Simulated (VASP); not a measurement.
The system is ZnH2.

```
Zn H
1.0
     3.03618    0.00000    0.00000
    -1.51809    2.62941    0.00000
     0.00000    0.00000    3.08741
Zn H
1 2
Direct
  0.00000 0.00000 0.50000
  0.33333 0.66667 0.00000
  0.66667 0.33333 0.50000
```

This cell differs from its parent crystal: atoms taken out.

```yaml
Program: VASP 6.6.1
Task: relaxation of cell and atoms
Functional: PBE
Potentials_or_basis: VASP PAW PBE potentials, release 64 (Zn, H)
Cutoff: 600 eV
k_mesh: 18 × 18 × 16
Occupations: gaussian, width 0.1 eV
Spin: no spin polarisation
```

At the start: pressure 0.2 GPa; volume 8.22 Å³/atom.

**Question.** How do energy, volume and symmetry change on relaxing?

**Answer.** Over 7 steps the energy falls by 7.6 meV/atom and the volume is 8.03 Å³/atom (-2.2 %); space group P-6m2 (No. 187, to 0.1 Å) before and after.

The path:
```tsv
step	energy change (eV)	largest force (eV/Å)	pressure (GPa)	volume (Å³)
1	0.0000	0.0000	0.17	24.65
2	-0.0091	0.0000	-0.43	24.68
3	-0.0187	0.0000	-1.46	24.72
4	-0.0192	0.0000	-1.70	24.73
5	-0.0224	0.0000	-0.60	24.28
6	-0.0227	0.0000	-0.14	24.11
7	-0.0228	0.0000	-0.03	24.10
```

Final structure:
```yaml
crystal:
  lattice:
    - [3.07954, 0.00000, 0.00000]
    - [-1.53977, 2.66696, 0.00000]
    - [0.00000, 0.00000, 2.93457]
  atoms:
    - { symbol: Zn, position: [0.00000, 0.00000, 0.50000] }
    - { symbol: H, position: [0.33333, 0.66667, 0.00000] }
    - { symbol: H, position: [0.66667, 0.33333, 0.50000] }
```

Caveat: the cell differs from its parent crystal (atoms taken out).
